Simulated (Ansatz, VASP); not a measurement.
Cs3KSb: VASP beside Ansatz

```xyz
5
Lattice="7.4999 0.0000 0.0000 0.0000 7.4999 0.0000 0.0000 0.0000 7.4999" Properties=species:S:1:pos:R:3 pbc="T T T"
K     0.0000    0.0000    0.0000
Cs    0.0000    3.7500    3.7500
Cs    3.7500    0.0000    3.7500
Cs    3.7500    3.7500    0.0000
Sb    3.7500    3.7500    3.7500
```

Alike in both runs: functional PBE; k mesh 4 × 4 × 4; occupations gaussian, width 0.1 eV; no spin polarisation.

Ansatz relaxed the structure, and its values are those at the end. VASP's run is a single point on that final structure, the one shown.

|  | VASP | Ansatz |
| --- | --- | --- |
| version | VASP 6.6.1 | Ansatz 0.2.0 |
| potentials or method | VASP PAW PBE potentials, release 64 (K_sv, Cs_sv, Sb), cutoff 520 eV | scalar-relativistic, plane waves, PAW |
| valence electrons in the cell | 41 | 51 |

```tsv
	VASP	Ansatz	Ansatz less VASP
gap on the k mesh at the Fermi level (eV)	none	none	-
pressure (GPa)	0.2	0.2	-0.01
```

A gap of «none» marks a metal or a gap that the smearing closes. With one functional, cell and mesh, what is left measures potentials, basis and numerics. VASP's potentials hold 41 valence electrons a cell and Ansatz's 51, so a difference there can come from the potentials and not from the codes.

Neither program's run includes spin-orbit coupling.
